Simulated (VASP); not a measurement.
# SnSe2 (P-3m1) in VASP: further runs, part 2 of 2

VASP 6.6.1. Earlier steps stand in the parts before.

**4. Relaxation of cell and atoms, PBE+D3(BJ)**

The input, INCAR:

```
SYSTEM = SnSe2
PREC = Accurate ; ENCUT = 600
EDIFF = 1E-6 ; ISMEAR = 0
SIGMA = 0.02 ; LREAL = .False.
LASPH = .True. ; NELM = 100
ALGO = Normal ; ISIF = 3
LWAVE = .False. ; LCHARG = .False.
GGA = PE ; IVDW = 12
IBRION = 2 ; NSW = 100
EDIFFG = -0.005
```

The input, KPOINTS:

```
regular mesh
0
Gamma
  12 12 6
  0 0 0
```

The input, POSCAR:

```
SnSe2
1.0
    3.8390485963      0.0000000000      0.0000000000
   -1.9195242981      3.3247136107      0.0000000000
    0.0000000000      0.0000000000      6.0116310672
Sn Se
1 2
Direct
    0.0000000000      0.0000000000      0.0000000000
    0.3333333333      0.6666666667      0.2651529978
    0.6666666667      0.3333333333      0.7348470022
```

Potentials or basis: VASP PAW PBE potentials, release 64 (Sn_d, Se).

Run with:

```console
> cat potpaw_PBE.64/Sn_d/POTCAR potpaw_PBE.64/Se/POTCAR > POTCAR
> mpirun -np 1 vasp_std > vasp.out
```

OUTCAR:

```text
SYSTEM = SnSe2
   PREC = Accurate
   ENCUT = 600
   EDIFF = 1E-6
   ISMEAR = 0
   LREAL = .False.
   LASPH = .True.
   NELM = 100
   ISIF = 3
   GGA = PE
   IVDW = 12
   IBRION = 2
   NSW = 100
   EDIFFG = -0.005
 IVDW          = 12

 ion  position               nearest neighbor table
   1  0.000  0.000  0.000-   2 2.73   3 2.73   2 2.73   3 2.73   3 2.73   2 2.73
   2  0.333  0.667  0.265-   1 2.73   1 2.73   1 2.73
   3  0.667  0.333  0.735-   1 2.73   1 2.73   1 2.73

  LATTYP: Found a hexagonal cell.
 ALAT       =     3.8390485963
 C/A-ratio  =     1.5659168975

  Lattice vectors:

 A1 = (   3.8390485963,   0.0000000000,   0.0000000000)
 A2 = (  -1.9195242981,   3.3247136107,   0.0000000000)
 A3 = (   0.0000000000,   0.0000000000,   6.0116310672)

Analysis of symmetry for initial positions (statically):
=====================================================================
 Subroutine PRICEL returns:
 Original cell was already a primitive cell.

 Routine SETGRP: Setting up the symmetry group for a
 hexagonal supercell.

 Subroutine GETGRP returns: Found 12 space group operations
 (whereof 12 operations were pure point group operations)
 out of a pool of 24 trial point group operations.

The static configuration has the point symmetry D_3d.

Analysis of symmetry for dynamics (positions and initial velocities):
=====================================================================
 Subroutine PRICEL returns:
 Original cell was already a primitive cell.

 Routine SETGRP: Setting up the symmetry group for a
 hexagonal supercell.

 Subroutine GETGRP returns: Found 12 space group operations
 (whereof 12 operations were pure point group operations)
 out of a pool of 24 trial point group operations.

The dynamic configuration has the point symmetry D_3d.

 Subroutine INISYM returns: Found 12 space group operations
 (whereof 12 operations are pure point group operations),
 and found     1 'primitive' translations

[... 99 lines left out ...]
   NSW    =    100    number of steps for IOM
   IBRION =      2    ionic relax: 0-MD 1-quasi-New 2-CG
   NFREE  =      1    steps in history (QN), initial steepest desc. (CG)
   ISIF   =      3    stress and relaxation
   ISYM   =      2    0-nonsym 1-usesym 2-fastsym
   POTIM  = 0.5000    time-step for ionic-motion
   TEBEG  =    0.0;   TEEND  =   0.0 temperature during run
   PSTRESS=    0.0 pullay stress
   NELECT =      26.0000    total number of electrons
   NUPDOWN=      -1.0000    fix difference up-down
   EMIN   =  10.00;   EMAX   =-10.00  energy-range for DOS
   EFERMI =   0.00;   METHOD = LEGACY
   ISMEAR =     0;   SIGMA  =   0.02  broadening in eV -4-tet -1-fermi 0-gaus
   EFERMI_NEDOS =   21; number of points for ismear=-14 and -15
   IALGO  =     38    algorithm
   IMIX   =      4    mixing-type and parameters
     AMIX     =   0.40;   BMIX     =  1.00
     AMIX_MAG =   1.60;   BMIX_MAG =  1.00
  volume/ion in A,a.u.               =      25.58       172.60
  Fermi-wavevector in a.u.,A,eV,Ry     =   1.141325  2.156791 17.723250  1.302622
  Thomas-Fermi vector in A             =   2.278025
   LORBIT       =      0    0 simple, 1 ext, 2 COOP (PROOUT), +10 PAW based schemes
   GGA     = PE    functional components
   LHFCALC =     F    Hartree Fock is set to
   AEXX    =    0.0000 exact exchange contribution
   IVDW    =    12    specifies the selected vdW correction
   LEPSILON=     F    determine dielectric tensor
   LRPA    =     F    only Hartree local field effects (RPA)
 conjugate gradient relaxation of ions
 non-spin polarized calculation
 Gauss-broadening in eV      SIGMA  =   0.02
  energy-cutoff  :      600.00
  volume of cell :       76.73
 maximum number of plane-waves:      2599
 NGX is ok and might be reduce to    32
   NGX = 15   NGY = 15   NGZ = 25

--------------------------------------- Ionic step        1  -------------------------------------------

 number of electron      26.0000005 magnetization

 Free energy of the ion-electron system (eV)
  ---------------------------------------------------
  ext. energy  EPLUGINS =         0.00000000
  ---------------------------------------------------
  free energy    TOTEN  =       -11.80665503 eV

  energy without entropy =      -11.80665503  energy(sigma->0) =      -11.80665503

------------------------ aborting loop because EDIFF is reached ----------------------------------------

 Edisp (eV)   -1.09176

 E8    (eV) :    -0.4779
[... 73 lines left out ...]
--------------------------------------- Ionic step        3  -------------------------------------------

 number of electron      26.0000005 magnetization

 Free energy of the ion-electron system (eV)
  ---------------------------------------------------
  ext. energy  EPLUGINS =         0.00000000
  ---------------------------------------------------
  free energy    TOTEN  =       -11.80787887 eV

  energy without entropy =      -11.80787887  energy(sigma->0) =      -11.80787887

 E-fermi :   4.5933     XC(G=0):  -9.5582

 val. band max:        4.4336397401   @ k =   0.0833   0.0833   0.0000
 cond. band min:       4.7767967578   @ k =   0.0000   0.4167   0.3333
 fundamental gap:      0.3431570177
 Fermi energy:         4.5933283448

 k-point     1 :       0.0000    0.0000    0.0000
  band No.  band energies     occupation
      1     -16.9835      2.00000
      2     -16.9835      2.00000
      3     -16.9494      2.00000
      4     -16.9383      2.00000
      5     -16.9383      2.00000
      6      -9.5175      2.00000
[... 457 lines left out ...]
      4     -16.9409      2.00000
      5     -16.9372      2.00000
      6      -9.2021      2.00000
[... 9 lines left out ...]
     16       9.1371      0.00000
     17       9.4343      0.00000

 [... further k-points ...]

------------------------ aborting loop because EDIFF is reached ----------------------------------------

 Edisp (eV)   -1.09056

 E8    (eV) :    -0.4774
[... 26 lines left out ...]
  FREE ENERGIE OF THE ION-ELECTRON SYSTEM (eV)
  ---------------------------------------------------
  free  energy   TOTEN  =       -12.8984436078 eV

  energy  without entropy=      -12.8984436078  energy(sigma->0) =      -12.89844361

 reached required accuracy - stopping structural energy minimisation
```

Wall time 4.8 min (1 thread of Intel Xeon 8259CL, shared host); peak memory 0.35 GiB.

Results:

- Free energy: -12.8984 eV
- Relaxed volume: 25.60 Å³/atom
- Relaxed cell: a = 3.840 Å, b = 3.840 Å, c = 6.014 Å, α = 90.00°, β = 90.00°, γ = 120.00°
- Space group after relaxing (to 0.1 Å): P-3m1 (No. 164)
- Energy gained by relaxing: 0.0 meV/atom
- Ionic steps: 3
- Pressure after relaxing: 0.0 GPa
- Band gap on the k mesh: 0.34 eV (least direct gap 0.82 eV)
- Dispersion energy per atom: -0.364 eV

Final structure:
```cif
data_structure
_symmetry_space_group_name_H-M 'P 1'
_symmetry_Int_Tables_number 1
_cell_length_a 3.8405
_cell_length_b 3.8405
_cell_length_c 6.0136
_cell_angle_alpha 90.000
_cell_angle_beta 90.000
_cell_angle_gamma 120.000
_cell_volume 76.81
loop_
_atom_site_label
_atom_site_type_symbol
_atom_site_fract_x
_atom_site_fract_y
_atom_site_fract_z
_atom_site_occupancy
Sn1 Sn 0.00000 0.00000 0.00000 1
Se1 Se 0.33333 0.66667 0.26521 1
Se2 Se 0.66667 0.33333 0.73479 1
```

Levels at points of the mesh, in eV from the valence-band top:
```
           k point  band 9  band 10  band 11  band 12  band 13  band 14  band 15  band 16  band 17
(0.00, 0.00, 0.00)   -0.74    -0.74    -0.57    -0.57    -0.14     0.68     2.90     4.46     4.46
(0.50, 0.00, 0.00)   -4.37    -3.25    -2.68    -1.70    -0.40     1.09     3.48     4.87     4.99
(0.00, 0.00, 0.50)   -2.46    -0.91    -0.91    -0.31    -0.31     2.37     2.75     4.08     4.08
(0.50, 0.00, 0.50)   -5.03    -2.40    -2.07    -1.12    -1.01     0.58     3.87     4.50     5.71
```

Caveat: spin-orbit coupling is left out, which moves the levels of the heavy elements.

**5. Relaxation of cell and atoms, PBE+D3(BJ)**

INCAR is that of step 4.

KPOINTS is that of step 4.

The input, POSCAR:

```
SnSe2
1.0
    3.8390485953      0.0000000000      0.0000000000
   -1.9195242977      3.3247136098      0.0000000000
    0.0000000000      0.0000000000      6.0116311052
Sn Se
1 2
Direct
    0.0000000000      0.0000000000      0.0000000000
    0.3333333333      0.6666666667      0.2651529963
    0.6666666667      0.3333333333      0.7348470037
```

Potentials or basis: VASP PAW PBE potentials, release 64 (Sn_d, Se).

Run with:

```console
> cat potpaw_PBE.64/Sn_d/POTCAR potpaw_PBE.64/Se/POTCAR > POTCAR
> mpirun -np 1 vasp_std > vasp.out
```

OUTCAR:

```text
SYSTEM = SnSe2
   PREC = Accurate
   ENCUT = 600
   EDIFF = 1E-6
   ISMEAR = 0
   LREAL = .False.
   LASPH = .True.
   NELM = 100
   ISIF = 3
   GGA = PE
   IVDW = 12
   IBRION = 2
   NSW = 100
   EDIFFG = -0.005
 IVDW          = 12

 ion  position               nearest neighbor table
   1  0.000  0.000  0.000-   2 2.73   3 2.73   2 2.73   3 2.73   3 2.73   2 2.73
   2  0.333  0.667  0.265-   1 2.73   1 2.73   1 2.73
   3  0.667  0.333  0.735-   1 2.73   1 2.73   1 2.73

  LATTYP: Found a hexagonal cell.
 ALAT       =     3.8390485953
 C/A-ratio  =     1.5659169078

  Lattice vectors:

 A1 = (   3.8390485953,   0.0000000000,   0.0000000000)
 A2 = (  -1.9195242977,   3.3247136098,   0.0000000000)
 A3 = (   0.0000000000,   0.0000000000,   6.0116311052)

Analysis of symmetry for initial positions (statically):
=====================================================================
 Subroutine PRICEL returns:
 Original cell was already a primitive cell.

 Routine SETGRP: Setting up the symmetry group for a
 hexagonal supercell.

 Subroutine GETGRP returns: Found 12 space group operations
 (whereof 12 operations were pure point group operations)
 out of a pool of 24 trial point group operations.

The static configuration has the point symmetry D_3d.

Analysis of symmetry for dynamics (positions and initial velocities):
=====================================================================
 Subroutine PRICEL returns:
 Original cell was already a primitive cell.

 Routine SETGRP: Setting up the symmetry group for a
 hexagonal supercell.

 Subroutine GETGRP returns: Found 12 space group operations
 (whereof 12 operations were pure point group operations)
 out of a pool of 24 trial point group operations.

The dynamic configuration has the point symmetry D_3d.

 Subroutine INISYM returns: Found 12 space group operations
 (whereof 12 operations are pure point group operations),
 and found     1 'primitive' translations

[... 99 lines left out ...]
   NSW    =    100    number of steps for IOM
   IBRION =      2    ionic relax: 0-MD 1-quasi-New 2-CG
   NFREE  =      1    steps in history (QN), initial steepest desc. (CG)
   ISIF   =      3    stress and relaxation
   ISYM   =      2    0-nonsym 1-usesym 2-fastsym
   POTIM  = 0.5000    time-step for ionic-motion
   TEBEG  =    0.0;   TEEND  =   0.0 temperature during run
   PSTRESS=    0.0 pullay stress
   NELECT =      26.0000    total number of electrons
   NUPDOWN=      -1.0000    fix difference up-down
   EMIN   =  10.00;   EMAX   =-10.00  energy-range for DOS
   EFERMI =   0.00;   METHOD = LEGACY
   ISMEAR =     0;   SIGMA  =   0.02  broadening in eV -4-tet -1-fermi 0-gaus
   EFERMI_NEDOS =   21; number of points for ismear=-14 and -15
   IALGO  =     38    algorithm
   IMIX   =      4    mixing-type and parameters
     AMIX     =   0.40;   BMIX     =  1.00
     AMIX_MAG =   1.60;   BMIX_MAG =  1.00
  volume/ion in A,a.u.               =      25.58       172.60
  Fermi-wavevector in a.u.,A,eV,Ry     =   1.141325  2.156791 17.723250  1.302622
  Thomas-Fermi vector in A             =   2.278025
   LORBIT       =      0    0 simple, 1 ext, 2 COOP (PROOUT), +10 PAW based schemes
   GGA     = PE    functional components
   LHFCALC =     F    Hartree Fock is set to
   AEXX    =    0.0000 exact exchange contribution
   IVDW    =    12    specifies the selected vdW correction
   LEPSILON=     F    determine dielectric tensor
   LRPA    =     F    only Hartree local field effects (RPA)
 conjugate gradient relaxation of ions
 non-spin polarized calculation
 Gauss-broadening in eV      SIGMA  =   0.02
  energy-cutoff  :      600.00
  volume of cell :       76.73
 maximum number of plane-waves:      2599
 NGX is ok and might be reduce to    32
   NGX = 15   NGY = 15   NGZ = 25

--------------------------------------- Ionic step        1  -------------------------------------------

 number of electron      26.0000005 magnetization

 Free energy of the ion-electron system (eV)
  ---------------------------------------------------
  ext. energy  EPLUGINS =         0.00000000
  ---------------------------------------------------
  free energy    TOTEN  =       -11.80665504 eV

  energy without entropy =      -11.80665504  energy(sigma->0) =      -11.80665504

------------------------ aborting loop because EDIFF is reached ----------------------------------------

 Edisp (eV)   -1.09176

 E8    (eV) :    -0.4779
[... 73 lines left out ...]
--------------------------------------- Ionic step        3  -------------------------------------------

 number of electron      26.0000005 magnetization

 Free energy of the ion-electron system (eV)
  ---------------------------------------------------
  ext. energy  EPLUGINS =         0.00000000
  ---------------------------------------------------
  free energy    TOTEN  =       -11.80787887 eV

  energy without entropy =      -11.80787887  energy(sigma->0) =      -11.80787887

 E-fermi :   4.5933     XC(G=0):  -9.5582

 val. band max:        4.4336396621   @ k =   0.0833   0.0833   0.0000
 cond. band min:       4.7767967241   @ k =   0.0000   0.4167   0.3333
 fundamental gap:      0.3431570620
 Fermi energy:         4.5933283008

 k-point     1 :       0.0000    0.0000    0.0000
  band No.  band energies     occupation
      1     -16.9835      2.00000
      2     -16.9835      2.00000
      3     -16.9494      2.00000
      4     -16.9383      2.00000
      5     -16.9383      2.00000
      6      -9.5175      2.00000
[... 457 lines left out ...]
      4     -16.9409      2.00000
      5     -16.9372      2.00000
      6      -9.2021      2.00000
[... 9 lines left out ...]
     16       9.1371      0.00000
     17       9.4343      0.00000

 [... further k-points ...]

------------------------ aborting loop because EDIFF is reached ----------------------------------------

 Edisp (eV)   -1.09056

 E8    (eV) :    -0.4774
[... 26 lines left out ...]
  FREE ENERGIE OF THE ION-ELECTRON SYSTEM (eV)
  ---------------------------------------------------
  free  energy   TOTEN  =       -12.8984436078 eV

  energy  without entropy=      -12.8984436078  energy(sigma->0) =      -12.89844361

 reached required accuracy - stopping structural energy minimisation
```

CONTCAR:

```text
SnSe2
   1.00000000000000
     3.8404637722144566   -0.0000000000000213    0.0000000000000000
    -1.9202318861572651    3.3259391889586767   -0.0000000000000000
     0.0000000000000000    0.0000000000000000    6.0136143713310526
  Sn              Se
     1     2
Direct
     0.0000000000000000    0.0000000000000000    1.0000000000000000
     0.3333333332999970    0.6666666667000030    0.2652091884664762
     0.6666666667000030    0.3333333332999970    0.7347908115335239

  0.00000000E+00  0.00000000E+00  0.00000000E+00
  0.00000000E+00  0.00000000E+00  0.00000000E+00
  0.00000000E+00  0.00000000E+00  0.00000000E+00
```

Run time: 4.6 min. Hardware: 1 thread of Intel Xeon 8259CL, shared host; peak memory 0.35 GiB.

What came out:

```yaml
Free_energy: -12.8984 eV
Relaxed_volume: 25.60 Å³/atom
Relaxed_cell: a = 3.840 Å, b = 3.840 Å, c = 6.014 Å, α = 90.00°, β = 90.00°, γ = 120.00°
Space_group_after_relaxing_to_0.1_Å: P-3m1 (No. 164)
Energy_gained_by_relaxing: 0.0 meV/atom
Ionic_steps: 3
Pressure_after_relaxing: 0.0 GPa
Band_gap_on_the_k_mesh: 0.34 eV (least direct gap 0.82 eV)
Dispersion_energy_per_atom: -0.364 eV
```

Final structure:
```
CELL_PARAMETERS angstrom
3.84046 0.00000 0.00000
-1.92023 3.32594 0.00000
0.00000 0.00000 6.01361
ATOMIC_POSITIONS crystal
Sn 0.00000 0.00000 0.00000
Se 0.33333 0.66667 0.26521
Se 0.66667 0.33333 0.73479
```

Levels at points of the mesh, in eV from the valence-band top:
```tsv
k point	band 10	band 11	band 12	band 13	band 14	band 15	band 16	band 17
(0.00, 0.00, 0.00)	-0.74	-0.57	-0.57	-0.14	0.68	2.90	4.46	4.46
(0.50, 0.00, 0.00)	-3.25	-2.68	-1.70	-0.40	1.09	3.48	4.87	4.99
(0.00, 0.00, 0.50)	-0.91	-0.91	-0.31	-0.31	2.37	2.75	4.08	4.08
(0.50, 0.00, 0.50)	-2.40	-2.07	-1.12	-1.01	0.58	3.87	4.50	5.71
```

Caveat: spin-orbit coupling is left out, which moves the levels of the heavy elements. A k mesh can miss the band edges.
